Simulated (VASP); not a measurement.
# Se (Fd-3m) in VASP: notebook

Runs on Se. Level: PBE. Tasks: single point.

Program: VASP 6.6.1. These are calculated values, not measurements. Logs are shortened: lines on timing, memory, paths and dates and some standing lists are left out, and cuts for length are marked.

### Step 1. The cell of the first run

The structure is cubic, space group Fd-3m (No. 227). Conventional cell: a = 6.417 Å, b = 6.417 Å, c = 6.417 Å, α = 90.00°, β = 90.00°, γ = 90.00°. Se (site symmetry -43m) has 4 Se at 2.78 Å within 3.7 Å.

This isn't the form of Se at room conditions, which is trigonal, of chains.

### Step 2. Single point, PBE (33.04 Å³/atom)

INCAR reads:

```
ALGO = Normal
EDIFF = 1E-7
ENCUT = 520
GGA = PE
ISIF = 2
ISMEAR = -1
LASPH = T
LCHARG = F
LREAL = F
LWAVE = F
NBANDS = 13
NELM = 100
PREC = Accurate
SIGMA = 0.1
```

KPOINTS reads:

```
k-points
0
Gamma
  10 10 10
```

POSCAR reads:

```
Se
1.0
    0.0000000000      3.2087232897      3.2087232897
    3.2087232897      0.0000000000      3.2087232897
    3.2087232897      3.2087232897      0.0000000000
Se
2
Direct
    0.1250000000      0.1250000000      0.1250000000
    0.8750000000      0.8750000000      0.8750000000
```

Potentials or basis: VASP PAW PBE potentials, release 64 (Se).

On the command line:

```console
$ cat potpaw_PBE.64/Se/POTCAR > POTCAR
$ mpirun -np 1 vasp_std > vasp.out
```

OUTCAR:

```text
EDIFF = 1E-7
   ENCUT = 520
   GGA = PE
   ISIF = 2
   ISMEAR = -1
   LASPH = T
   LREAL = F
   NELM = 100
   PREC = Accurate

 ion  position               nearest neighbor table
   1  0.125  0.125  0.125-   2 2.78   2 2.78   2 2.78   2 2.78
   2  0.875  0.875  0.875-   1 2.78   1 2.78   1 2.78   1 2.78

  LATTYP: Found a face centered cubic cell.
 ALAT       =     6.4174465794

  Lattice vectors:

 A1 = (   0.0000000000,   3.2087232897,   3.2087232897)
 A2 = (   3.2087232897,   0.0000000000,   3.2087232897)
 A3 = (   3.2087232897,   3.2087232897,   0.0000000000)

Analysis of symmetry for initial positions (statically):
=====================================================================
 Subroutine PRICEL returns:
 Original cell was already a primitive cell.

 Routine SETGRP: Setting up the symmetry group for a
 face centered cubic supercell.

 Subroutine GETGRP returns: Found 48 space group operations
 (whereof 12 operations were pure point group operations)
 out of a pool of 48 trial point group operations.

The static configuration has the point symmetry D_3d.
 The point group associated with its full space group is O_h .

Analysis of symmetry for dynamics (positions and initial velocities):
=====================================================================
 Subroutine PRICEL returns:
 Original cell was already a primitive cell.

 Routine SETGRP: Setting up the symmetry group for a
 face centered cubic supercell.

 Subroutine GETGRP returns: Found 48 space group operations
 (whereof 12 operations were pure point group operations)
 out of a pool of 48 trial point group operations.

The dynamic configuration has the point symmetry D_3d.
 The point group associated with its full space group is O_h .

 Subroutine INISYM returns: Found 48 space group operations
 (whereof 12 operations are pure point group operations),
 and found     1 'primitive' translations

----------------------------------------------------------------------------------------

                                     Primitive cell

  volume of cell :      66.0734

  direct lattice vectors                    reciprocal lattice vectors
     0.000000000  3.208723290  3.208723290    -0.155825216  0.155825216  0.155825216
     3.208723290  0.000000000  3.208723290     0.155825216 -0.155825216  0.155825216
[... 91 lines left out ...]
   ISIF   =      2    stress and relaxation
   ISYM   =      2    0-nonsym 1-usesym 2-fastsym
   POTIM  = 0.5000    time-step for ionic-motion
   TEBEG  =    0.0;   TEEND  =   0.0 temperature during run
   PSTRESS=    0.0 pullay stress
   NELECT =      12.0000    total number of electrons
   NUPDOWN=      -1.0000    fix difference up-down
   EMIN   =  10.00;   EMAX   =-10.00  energy-range for DOS
   EFERMI =   0.00;   METHOD = LEGACY
   ISMEAR =    -1;   SIGMA  =   0.10  broadening in eV -4-tet -1-fermi 0-gaus
   EFERMI_NEDOS =   21; number of points for ismear=-14 and -15
   IALGO  =     38    algorithm
   IMIX   =      4    mixing-type and parameters
     AMIX     =   0.40;   BMIX     =  1.00
     AMIX_MAG =   1.60;   BMIX_MAG =  1.00
  volume/ion in A,a.u.               =      33.04       222.94
  Fermi-wavevector in a.u.,A,eV,Ry     =   0.927099  1.751964 11.694389  0.859513
  Thomas-Fermi vector in A             =   2.053133
   LORBIT       =      0    0 simple, 1 ext, 2 COOP (PROOUT), +10 PAW based schemes
   GGA     = PE    functional components
   LHFCALC =     F    Hartree Fock is set to
   AEXX    =    0.0000 exact exchange contribution
   IVDW    =     0    specifies the selected vdW correction
   LEPSILON=     F    determine dielectric tensor
   LRPA    =     F    only Hartree local field effects (RPA)
 non-spin polarized calculation
  energy-cutoff  :      520.00
  volume of cell :       66.07
 maximum number of plane-waves:      1807
 NGX is ok and might be reduce to    36
   NGX = 17   NGY = 17   NGZ = 17

 number of electron      11.9999999 magnetization

 Free energy of the ion-electron system (eV)
  ---------------------------------------------------
  ext. energy  EPLUGINS =         0.00000000
  ---------------------------------------------------
  free energy    TOTEN  =        -6.01117013 eV

  energy without entropy =       -5.95433728  energy(sigma->0) =       -5.98275370

 E-fermi :   1.6582     XC(G=0):  -7.9811

 val. band max:        1.6534517886   @ k =   0.2000   0.1000   0.0000
 cond. band min:       1.6590405142   @ k =  -0.4000   0.2000   0.0000
 fundamental gap:      0.0055887256
 Fermi energy:         1.6582057883

 k-point     1 :       0.0000    0.0000    0.0000
  band No.  band energies     occupation
      1     -13.3098      2.00000
      2      -8.6980      2.00000
      3      -1.5769      2.00000
      4      -1.5769      2.00000
      5      -1.5769      2.00000
      6       0.9762      1.99782
      7       0.9762      1.99782
      8       0.9762      1.99782
      9       6.0978      0.00000
     10       9.3851      0.00000
     11       9.3851      0.00000
     12      11.2245      0.00000
     13      11.2245      0.00000
[... 354 lines left out ...]
  band No.  band energies     occupation
      1     -12.3292      2.00000
      2     -10.4216      2.00000
      3      -2.8460      2.00000
      4      -2.7218      2.00000
      5      -0.4307      2.00000
      6       0.2214      2.00000
      7       3.0376      0.00000
      8       3.0762      0.00000
      9       7.1557      0.00000
     10       8.7298      0.00000
     11      10.8847      0.00000
     12      12.0816      0.00000
     13      12.1344      0.00000

 [... further k-points ...]

------------------------ aborting loop because EDIFF is reached ----------------------------------------

  FORCE on cell =-STRESS in cart. coord.  units (eV):
  Direction    XX          YY          ZZ          XY          YZ          ZX
  --------------------------------------------------------------------------------------
  -------------------------------------------------------------------------------------
  Total       -0.5796935     -0.5796935     -0.5796935      0.0000000      0.0000000      0.0000000
  in kB      -14.0566626    -14.0566626    -14.0566626      0.0000000      0.0000000      0.0000000
  external PRESSURE =     -14.0566626 kB  Pullay stress =       0.0000000 kB

 VOLUME and BASIS-vectors are now :
 -----------------------------------------------------------------------------
  energy-cutoff  :      520.00
  volume of cell :       66.07
      direct lattice vectors                 reciprocal lattice vectors
     0.000000000  3.208723290  3.208723290    -0.155825216  0.155825216  0.155825216
     3.208723290  0.000000000  3.208723290     0.155825216 -0.155825216  0.155825216
     3.208723290  3.208723290  0.000000000     0.155825216  0.155825216 -0.155825216

 POSITION                                       TOTAL-FORCE (eV/Angst)
 -----------------------------------------------------------------------------------
      0.80218      0.80218      0.80218        -0.000000     -0.000000     -0.000000
      5.61527      5.61527      5.61527         0.000000      0.000000      0.000000
 -----------------------------------------------------------------------------------
    total drift:                               -0.000000      0.000000      0.000000

  FREE ENERGIE OF THE ION-ELECTRON SYSTEM (eV)
  ---------------------------------------------------
  free  energy   TOTEN  =        -6.0111701316 eV

  energy  without entropy=       -5.9543372762  energy(sigma->0) =       -5.98275370
```

OSZICAR:

```text
N       E                     dE             d eps       ncg     rms          rms(c)
DAV:   1     0.503841337389E+02    0.50384E+02   -0.47137E+03  1222   0.747E+02
DAV:   2    -0.261764805688E+01   -0.53002E+02   -0.50351E+02  1741   0.121E+02
DAV:   3    -0.598074214020E+01   -0.33631E+01   -0.33198E+01  1542   0.334E+01
DAV:   4    -0.601107855575E+01   -0.30336E-01   -0.30324E-01  1432   0.375E+00
DAV:   5    -0.601130256007E+01   -0.22400E-03   -0.22400E-03  1602   0.331E-01    0.485E+00
DAV:   6    -0.601109546425E+01    0.20710E-03   -0.13556E-03  1487   0.279E-01    0.289E+00
DAV:   7    -0.601109029557E+01    0.51687E-05   -0.33015E-03  1452   0.423E-01    0.536E-02
DAV:   8    -0.601115567558E+01   -0.65380E-04   -0.10274E-04  1487   0.609E-02    0.145E-02
DAV:   9    -0.601116762305E+01   -0.11947E-04   -0.96148E-06  1477   0.191E-02    0.527E-03
DAV:  10    -0.601116969627E+01   -0.20732E-05   -0.19682E-06  1367   0.779E-03    0.270E-03
DAV:  11    -0.601117006627E+01   -0.37000E-06   -0.27063E-07  1479   0.295E-03    0.201E-03
DAV:  12    -0.601117013160E+01   -0.65329E-07   -0.34724E-08  1026   0.118E-03
   1 F= -.60111701E+01 E0= -.59827537E+01  d E =-.568329E-01
```

stdout:

```text
POSCAR found type information on POSCAR Se
 POSCAR found :  1 types and       2 ions
 scaLAPACK will be used
 LDA part: xc-table for (Slater+PW92), standard interpolation
 POSCAR, INCAR and KPOINTS ok, starting setup
 FFT: planning ... GRIDC
 FFT: planning ... GRID_SOFT
 FFT: planning ... GRID
 WAVECAR not read
 entering main loop
```

Run time: 74 s. Hardware: 1 thread of Intel Xeon 8259CL, shared host; peak memory 0.21 GiB.

What came out:

```
Free energy            : -6.0112 eV
Pressure               : -1.4 GPa
Band gap on the k mesh : zero (bands 6 and 7 overlap by 1.00 eV)
```

[end of part 1 of 2]

The gap in the log of VASP goes by the Fermi energy; the results here count the filled bands.